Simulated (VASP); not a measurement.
Runs of VASP 6.6.1 on Zn. The structure is that of space group Fd-3m (No. 227), or close to it. The cells are those of the table. 

```csv
task,cell,cutoff (eV),gap on the mesh (eV),pressure (GPa)
single point,"a = 4.127 Å, angles 60.0°, 2 atoms",520,none,(a)
relaxation of cell and atoms,"relaxed to 10 GPa from a = 3.833 Å, angles 60.0°, 2 atoms",600,none,9.9
single point,"a = 3.833 Å, angles 60.0°, 2 atoms",520,none,10.4
relaxation of cell and atoms,"relaxed to 30 GPa from a = 3.833 Å, angles 60.0°, 2 atoms",600,none,30.1
relaxation of cell and atoms,"relaxed to 20 GPa from a = 3.833 Å, angles 60.0°, 2 atoms",600,none,19.8
single point,"a = 3.599 Å, angles 60.0°, 2 atoms",520,none,30.8
relaxation of cell and atoms,"relaxed from a = 3.833 Å, angles 60.0°, 2 atoms",600,none,0.0
single point,"a = 3.693 Å, angles 60.0°, 2 atoms",520,none,20.5
```

Alike in all rows: level PBE; potentials or basis VASP PAW PBE potentials, release 64 (Zn); no spin polarisation; k mesh 7 × 7 × 7; smearing fermi-dirac 0.1 eV.

Problem. Estimate the missing entries.

Solution. (a) 0.1.

Caveats: the cell is relaxed towards a set pressure, so the enthalpy falls and the energy may rise (some runs).

A gap of «none» marks levels without a gap at the run's occupations.
